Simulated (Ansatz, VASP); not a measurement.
**Ti in VASP and in Ansatz**

```xyz
26
Lattice="6.1681 0.0000 6.1681 6.1681 6.1681 0.0000 0.0000 6.1681 6.1681" Properties=species:S:1:pos:R:3 pbc="T T T"
Ti    2.0919    2.0919    0.0000
Ti    4.0761    4.0761    0.0000
Ti    2.0919    0.0000    2.0919
Ti    4.1125    2.0556    2.0556
Ti    6.1681    4.0761    2.0919
Ti    4.0761    0.0000    4.0761
Ti    6.1681    2.0919    4.0761
Ti    8.2236    4.1125    4.1125
Ti    0.0000    2.0919    2.0919
Ti    2.0556    4.1125    2.0556
Ti    4.0761    6.1681    2.0919
Ti    2.0556    2.0556    4.1125
Ti    4.1125    4.1125    4.1125
Ti    6.1681    6.1681    4.1250
Ti    4.0761    2.0919    6.1681
Ti    6.1681    4.1250    6.1681
Ti    8.2111    6.1681    6.1681
Ti    0.0000    4.0761    4.0761
Ti    2.0919    6.1681    4.0761
Ti    4.1125    8.2236    4.1125
Ti    2.0919    4.0761    6.1681
Ti    4.1250    6.1681    6.1681
Ti    6.1681    8.2111    6.1681
Ti    4.1125    4.1125    8.2236
Ti    6.1681    6.1681    8.2111
Ti    8.2236    8.2236    8.2236
```

Change from the starting cell: Ti vacancy, atoms relaxed.

Alike in both runs: functional PBE; k mesh 4 × 4 × 4; occupations gaussian, width 0.1 eV; no spin polarisation.

Ansatz relaxed the structure, and its values are those at the end. VASP's run is a single point on that final structure, the one shown.

```csv
,VASP,Ansatz
version,VASP 6.6.1,Ansatz 0.2.0
potentials or method,"VASP PAW PBE potentials, release 64 (Ti_sv), cutoff 520 eV","scalar-relativistic, plane waves, PAW"
valence electrons in the cell,312,312
```

Ansatz gave:

* gap on the k mesh at the Fermi level (eV): none
* pressure (GPa): -0.8
* rms of the force components (eV/Å): 0.006

Task: Estimate VASP's values.

Result: gap on the k mesh at the Fermi level (eV): none; pressure (GPa): -1.1; rms of the force components (eV/Å): 0.010.

A gap of «none» marks a metal or a gap that the smearing closes. With one functional, cell and mesh, what is left measures potentials, basis and numerics. Ansatz's warnings: stress scf threshold loose.
